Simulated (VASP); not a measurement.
SrTiO3: relaxation of the atoms with PBE

SrTiO3:

```
Sr Ti O
1.0
     3.85222    0.00000    0.00000
     0.00000    3.85222    0.00000
     0.00000    0.00000    3.85222
Sr Ti O
1 1 3
Direct
  0.00000 0.00000 0.00000
  0.50000 0.50000 0.50000
  0.00000 0.50000 0.50000
  0.50000 0.00000 0.50000
  0.50000 0.50000 0.00000
```

```json
{"Program": "VASP 6.6.1", "Task": "relaxation of the atoms", "Functional": "PBE", "Potentials or basis": "VASP PAW PBE potentials, release 64 (Sr_sv, Ti_sv, O)", "Cutoff": "520 eV", "k mesh": "8 × 8 × 8", "Occupations": "fermi-dirac, width 0.02 eV", "Spin": "no spin polarisation", "Dipole correction": "no", "Further INCAR settings": "ALGO = Normal; EDIFF = 1e-07; IBRION = 2; EDIFFG = -0.02; NSW = 80"}
```

```
Pressure after relaxing : 13.5 GPa
Band gap on the k mesh  : 1.93 eV (least direct gap 2.26 eV)
```

Final structure:
```yaml
crystal:
  lattice:
    - [3.85222, 0.00000, 0.00000]
    - [0.00000, 3.85222, 0.00000]
    - [0.00000, 0.00000, 3.85222]
  atoms:
    - { symbol: Sr, position: [0.00000, 0.00000, 0.00000] }
    - { symbol: Ti, position: [0.50000, 0.50000, 0.50000] }
    - { symbol: O, position: [0.00000, 0.50000, 0.50000] }
    - { symbol: O, position: [0.50000, 0.00000, 0.50000] }
    - { symbol: O, position: [0.50000, 0.50000, 0.00000] }
```

Levels at points of the mesh, in eV from the valence-band top:
```tsv
k point	band 17	band 18	band 19	band 20	band 21	band 22	band 23	band 24
(0.00, 0.00, 0.00)	-1.24	-0.33	-0.33	-0.33	1.93	1.93	1.93	4.60
(0.50, 0.00, 0.00)	-2.45	-2.12	-0.72	-0.72	2.12	4.00	4.00	4.63
(0.50, 0.50, 0.00)	-1.69	-1.61	-1.61	-0.10	4.01	4.01	4.47	5.66
(0.50, 0.50, 0.50)	-3.85	0.00	0.00	0.00	4.73	4.73	4.73	7.11
```

Wall time 85 s on 1 thread of Intel Xeon 8259CL, with other jobs on the host, peak memory 0.2 GiB.

Caveat: the relaxation stopped at its first step, so nothing moved. A k mesh can miss the band edges.
